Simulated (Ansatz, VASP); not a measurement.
## NaI: VASP beside Ansatz

File INCAR:

```
PREC = Accurate
ENCUT = 520
EDIFF = 1E-6
ISMEAR = 0
SIGMA = 0.05
LREAL = F
LASPH = T
NELM = 80
ALGO = Normal
ISIF = 2
LWAVE = F
LCHARG = T
GGA = PS
LELF = T
LVHAR = T
NBANDS = 14
```

KPOINTS

```
Automatic mesh
0
Gamma
  6 6 6
```

POSCAR

```
NaI
1.0
    0.0000000000      3.3334920000      3.1878540000
    3.3334920000      0.0000000000      3.1878540000
    3.3334920000      3.3334920000      0.0000000000
Na I
1 1
Direct
    0.0000000000      0.0000000000      0.0000000000
    0.5000000000      0.5000000000      0.5000000000
```

Input for Ansatz:

```yaml
crystal:
  lattice:
    - [0.0, 3.333492, 3.187854]
    - [3.333492, 0.0, 3.187854]
    - [3.333492, 3.333492, 0.0]
  atoms:
    - { symbol: Na, position: [0.0, 0.0, 0.0] }
    - { symbol: I, position: [0.5, 0.5, 0.5] }
basis:
  ecutwfc: 420
kpoints:
  mp_grid: { grid: [6, 6, 6] }
hamiltonian:
  xc: pbesol
scf:
  occupations: { method: gaussian, width: 0.05 }
output:
  forces: true
  stress: true
  eigenvalues: true
```

Change from the starting cell: strain +0.030 along x and y, -0.015 along z, atoms carried along.

Alike in both runs: task single point; functional PBEsol; k mesh 6 × 6 × 6; occupations gaussian, width 0.05 eV; no spin polarisation.

```csv
,VASP,Ansatz
version,VASP 6.6.1,Ansatz 0.2.0
potentials or method,"VASP PAW PBE potentials, release 64 (Na_pv, I), cutoff 520 eV","scalar-relativistic, plane waves, PAW"
valence electrons in the cell,14,26
```

|  | VASP | Ansatz | Ansatz less VASP |
| --- | --- | --- | --- |
| gap on the k mesh at the Fermi level (eV) | 3.39 | 3.39 | +0.004 |
| least direct gap on the mesh (eV) | 3.39 | 3.39 | +0.004 |
| pressure (GPa) | -1.0 | -1.0 | -0.03 |
| traceless stress, the component that is largest in VASP (GPa) | 0.59 | 0.58 | -0.009 |

VASP's potentials were made for PBE, not for PBEsol. With one functional, cell and mesh, what is left measures potentials, basis and numerics. VASP's potentials hold 14 valence electrons a cell and Ansatz's 26, so a difference there can come from the potentials and not from the codes.

Spin-orbit coupling is off throughout.
